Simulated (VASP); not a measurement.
Write the native input for VASP 6.6.1 that does the following.

```yaml
Task: single point
Functional: r2SCAN
Potentials_or_basis: VASP PAW PBE potentials, release 64 (C)
Cutoff: 520 eV
k_mesh: 21 × 21 × 21
Occupations: gaussian, width 0.1 eV
Spin: no spin polarisation
Dipole_correction: no
Further_INCAR_settings: ALGO = Normal; EDIFF = 1e-06; NBANDS = 13
```

C:

```
C
1.0
     1.25948    0.72716    4.10587
    -1.25948    0.72716    4.10587
     0.00000   -1.45433    4.10587
C
3
Direct
  0.00000 0.00000 0.00000
  0.26360 0.26360 0.26360
  0.73640 0.73640 0.73640
```

The input as run:

POSCAR

```
C
1.0
    1.2594827288      0.7271626925      4.1058654410
   -1.2594827288      0.7271626925      4.1058654410
    0.0000000000     -1.4543253851      4.1058654410
C
3
Direct
    0.0000000000      0.0000000000      0.0000000000
    0.2635970265      0.2635970265      0.2635970265
    0.7364029735      0.7364029735      0.7364029735
```

INCAR.step1

```
PREC = Accurate ; ENCUT = 520
ISMEAR = 0 ; SIGMA = 0.1
LREAL = F ; LASPH = T
NELM = 60 ; NBANDS = 13
GGA = PE ; ALGO = Normal
EDIFF = 1E-4 ; LWAVE = T
LCHARG = F
```

INCAR.step2

```
PREC = Accurate ; ENCUT = 520
EDIFF = 1E-6 ; ISMEAR = 0
SIGMA = 0.1 ; LREAL = F
LASPH = T ; NELM = 60
ALGO = Normal ; ISIF = 2
LWAVE = F ; LCHARG = F
METAGGA = R2SCAN ; LMIXTAU = T
NBANDS = 13 ; ISTART = 1
```

KPOINTS

```
Automatic mesh
0
Gamma
  21 21 21
```

Potentials or basis: VASP PAW PBE potentials, release 64 (C).

Launch:

```sh
$ cat potpaw_PBE.64/C/POTCAR > POTCAR
$ cp INCAR.step1 INCAR
$ mpirun -np 1 vasp_std > vasp.out
$ cp INCAR.step2 INCAR
$ mpirun -np 1 vasp_std > vasp.out
```

It gave:

```json
{
 "Pressure": "0.5 GPa",
 "Largest force": "0.038 eV/Å",
 "Band gap on the k mesh": "zero (bands 6 and 7 overlap by 2.41 eV)"
}
```

Caveat: the PAW data sets were made with another functional, which shifts forces and pressure a little.

Run time: 8.9 min on 1 thread of Intel(R) Xeon(R) 6975P-C (Granite Rapids) (shared host), peak memory 0.33 GiB.
